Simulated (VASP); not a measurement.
A run of VASP 6.6.1 is set up as follows.

POSCAR

```
ZnS
1.0
    3.6944748077      0.0000000000      0.0000000000
   -1.8472374039      3.2984629249      0.0000000000
    0.0000000000      0.0000000000     12.4664651431
Zn S
4 4
Direct
    0.0000000000      0.0000000000      0.0001143924
    0.0000000000      0.0000000000      0.5001143924
    0.3333333333      0.6666666667      0.2500706174
    0.6666666667      0.3333333333      0.7500706174
    0.0000000000      0.0000000000      0.1872361436
    0.0000000000      0.0000000000      0.6872361436
    0.3333333333      0.6666666667      0.4375788466
    0.6666666667      0.3333333333      0.9375788466
```

Contents of INCAR.step1:

```
PREC = Accurate ; ENCUT = 520
ISMEAR = 0 ; SIGMA = 0.05
LREAL = False ; LASPH = True
NELM = 80 ; NBANDS = 46
GGA = PE ; ALGO = Normal
EDIFF = 1E-4 ; LWAVE = True
LCHARG = False
```

The input INCAR.step2:

```
PREC = Accurate ; ENCUT = 520
EDIFF = 1E-6 ; ISMEAR = 0
SIGMA = 0.05 ; LREAL = False
LASPH = True ; NELM = 80
ALGO = Normal ; ISIF = 2
LWAVE = False ; LCHARG = False
METAGGA = R2SCAN ; LMIXTAU = True
NBANDS = 46 ; ISTART = 1
```

Contents of KPOINTS:

```
Automatic mesh
0
Gamma
  6 6 2
```

Potentials or basis: VASP PAW PBE potentials, release 64 (Zn, S).

Launch:

```console
$ cat potpaw_PBE.64/Zn/POTCAR potpaw_PBE.64/S/POTCAR > POTCAR
$ cp INCAR.step1 INCAR
$ mpirun -np 1 vasp_std > vasp.out
$ cp INCAR.step2 INCAR
$ mpirun -np 1 vasp_std > vasp.out
```

Question: What does it give for the pressure?

Answer: 2.7 GPa.

Question: What does it give for the largest force?

Answer: 0.253 eV/Å.

Question: Estimate the band gap on the k mesh.

Answer: 2.79 eV.

Forces on the atoms (eV/Å):
```
Zn   0.000 -0.207  0.130
Zn   0.000  0.207  0.130
Zn   0.000 -0.159  0.110
Zn   0.000  0.159  0.110
S    0.000  0.177 -0.119
S    0.000 -0.177 -0.119
S    0.000 -0.222 -0.121
S    0.000  0.222 -0.121
```

Caveat: the cell differs from its parent crystal (strain -0.0300 x Voigt [1, 0, 0, 0, 0, 0]); the PAW data sets were made with another functional, which shifts forces and pressure a little.
